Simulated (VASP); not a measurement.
Here is a VASP 6.6.1 calculation.

The input INCAR:

```
PREC = Accurate
ENCUT = 520
EDIFF = 1E-7
ISMEAR = 0
SIGMA = 0.01
LREAL = F
LASPH = T
NELM = 80
ALGO = Normal
ISIF = 2
LWAVE = F
LCHARG = F
GGA = PS
IVDW = 13
NBANDS = 16
```

KPOINTS

```
Automatic mesh
0
Gamma
  6 6 6
```

Contents of POSCAR:

```
SrC2
1.0
    2.5173300000      1.4533800000      2.3066600000
   -2.5173300000      1.4533800000      2.3066600000
    0.0000000000     -2.9067600000      2.3066600000
Sr C
1 2
Direct
    0.0000000000      0.0000000000      0.0000000000
    0.5915600000      0.5915600000      0.5915600000
    0.4084400000      0.4084400000      0.4084400000
```

Potentials or basis: VASP PAW PBE potentials, release 64 (Sr_sv, C).

Launch:

```console
$ cat potpaw_PBE.64/Sr_sv/POTCAR potpaw_PBE.64/C/POTCAR > POTCAR
$ mpirun -np 1 vasp_std > vasp.out
```

Task: Estimate the dispersion energy per atom.

Result: -0.086 eV.

Task: Estimate the pressure.

Result: -3.4 GPa.

Task: Estimate the largest force.

Result: 0.070 eV/Å.

Stress tensor (GPa, compression positive):
```
-3.65  0.00  0.00
 0.00 -3.65  0.00
 0.00  0.00 -2.90
```

Caveat: the PAW data sets were made with another functional, which shifts forces and pressure a little.
